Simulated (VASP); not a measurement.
A run of VASP 6.6.1 is set up as follows.

File INCAR:

```
SYSTEM = C
  PREC = Accurate
  ENCUT = 1300
  EDIFF = 1E-7
  ISMEAR = 1
  SIGMA = 0.2
  LREAL = .FALSE.
  LASPH = .TRUE.
  NELM = 120
  ALGO = Normal
  ISIF = 3
  LWAVE = .FALSE.
  LCHARG = .FALSE.
  GGA = CA
  IBRION = 2
  NSW = 80
  EDIFFG = -0.01
  GGA_COMPAT = .FALSE.
  NELMIN = 4
```

File KPOINTS:

```
regular mesh
0
G
  6 6 1
  0 0 0
```

POSCAR

```
C
1.0
    2.4562280000      0.0000000000      0.0000000000
   -1.2281140000      2.1271550000      0.0000000000
    0.0000000000      0.0000000000     24.1339600000
C
4
Direct
    0.0000000000      0.0000000000      0.5704690000
    0.0000000000      0.0000000000      0.4295310000
    0.3333333333      0.6666666667      0.4295250000
    0.6666666667      0.3333333333      0.5704750000
```

Potentials or basis: VASP PAW LDA potentials, release 64 (C_h).

Run with:

```bash
$ cat potpaw_LDA.64/C_h/POTCAR > POTCAR
$ mpirun -np 1 vasp_std > vasp.out
```

Question: Estimate the relaxed cell.

Answer: a = 2.447 Å, b = 2.447 Å, c = 22.885 Å, α = 90.00°, β = 90.00°, γ = 120.00°.

Question: Predict the space group after relaxing (to 0.1 Å).

Answer: P-3m1 (No. 164).

The path:
| step | energy change (eV) | largest force (eV/Å) | pressure (GPa) | volume (Å³) |
| --- | --- | --- | --- | --- |
| 1 | 0.0000 | 0.0701 | -0.95 | 126.09 |
| 2 | 0.0159 | 0.0566 | 2.00 | 122.71 |
| 3 | -0.0039 | 0.0509 | -0.08 | 125.05 |
| 4 | -0.0039 | 0.0505 | -0.06 | 125.03 |
| 5 | -0.0048 | 0.0414 | -0.06 | 124.69 |
| 6 | -0.0067 | 0.1226 | -0.08 | 123.67 |
| 7 | -0.0072 | 0.2786 | -0.10 | 121.64 |
| 8 | -0.0076 | 0.2128 | -0.09 | 122.50 |
| 9 | -0.0079 | 0.2085 | -0.09 | 122.39 |
| 10 | -0.0087 | 0.1953 | -0.09 | 122.06 |
| 11 | -0.0101 | 0.1687 | -0.09 | 121.40 |
| 12 | -0.0123 | 0.1144 | -0.08 | 120.08 |
| 13 | -0.0128 | 0.0341 | -0.04 | 117.44 |
| 14 | -0.0132 | 0.0606 | -0.06 | 118.54 |
| 15 | -0.0132 | 0.0584 | -0.06 | 118.45 |
| 16 | -0.0134 | 0.0353 | 0.00 | 118.54 |
| 17 | -0.0134 | 0.0165 | 0.06 | 118.61 |
| 18 | -0.0135 | 0.0039 | 0.00 | 118.69 |

Caveat: the k points lie up to 0.49 Å⁻¹ apart in the final cell; there is no dipole correction, which matters where the two faces differ; the relaxation moved the vacuum too, so the length across it says nothing of the material.
